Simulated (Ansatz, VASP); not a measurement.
**One calculation of Pd, two programs**

INCAR

```
AGGAC = 1.0
AGGAX = 1.0
ALDAC = 0.0
ALDAX = 1.0
ALGO = Normal
EDIFF = 1E-6
ENCUT = 520
GGA = B5
ISIF = 2
ISMEAR = -1
ISPIN = 2
LASPH = T
LCHARG = T
LELF = T
LMAXMIX = 4
LORBIT = 11
LREAL = F
LVHAR = T
LWAVE = F
MAGMOM = 0.5 0.5 0.5 0.5
NBANDS = 32
NELM = 150
PREC = Accurate
SIGMA = 0.05
```

File KPOINTS:

```
k-points
0
Gamma
  17 17 5
```

File POSCAR:

```
Pd
1.0
    2.8346543836      0.0000000000      0.0000000000
   -1.4173271918      2.4548827071      0.0000000000
    0.0000000000      0.0000000000      9.4110972748
Pd
4
Direct
    1.0000000000      1.0000000000      0.0000000000
    1.0000000000      0.0000000000      0.5000000000
    0.3333333333      0.6666666667      0.2500000000
    0.6666666667      0.3333333333      0.7500000000
```

Input for Ansatz:

```yaml
crystal:
  lattice:
    - [2.8346543836, 0.0, 0.0]
    - [-1.4173271918, 2.4548827071, 0.0]
    - [0.0, 0.0, 9.4110972748]
  atoms:
    - { symbol: Pd, position: [1.0, 1.0, 0.0], spin: 0.5 }
    - { symbol: Pd, position: [1.0, 0.0, 0.5], spin: 0.5 }
    - { symbol: Pd, position: [0.3333333333, 0.6666666667, 0.25], spin: 0.5 }
    - { symbol: Pd, position: [0.6666666667, 0.3333333333, 0.75], spin: 0.5 }
hamiltonian:
  xc: blyp
  pseudopotentials:
    kind: paw
    azcp:
      Pd: "pseudopotentials/Pd.paw.azcp"
basis:
  ecutwfc: 420
  fft_grid_basis: typed
kpoints:
  mp_grid: { grid: [17, 17, 5], shift: [0, 0, 0] }
magnetization:
  spin_polarized: true
scf:
  occupations: { method: fermi_dirac, width: 0.05 }
```

Alike in both runs: task single point; functional BLYP; k mesh 17 × 17 × 5; occupations fermi-dirac, width 0.05 eV; collinear spin.

|  | VASP | Ansatz |
| --- | --- | --- |
| version | VASP 6.6.1 | Ansatz 0.2.0 |
| potentials or method | VASP PAW PBE potentials, release 64 (Pd), cutoff 520 eV | plane waves (420 eV) with PAW, scalar-relativistic |
| valence electrons in the cell | 40 | 72 |

```csv
,VASP,Ansatz,Ansatz less VASP
net moment per atom (μB),0.36,0.36,+0.002
size of the moment on the site where the two differ most (μB),0.36,0.37,+0.009
```

VASP's potentials were made for PBE, not for BLYP. Site moments also hang on the region over which each program counts them. The functional is the same, so the differences come from potentials, cutoffs and numerics. VASP's potentials hold 40 valence electrons a cell and Ansatz's 72, so a difference there can come from the potentials and not from the codes.
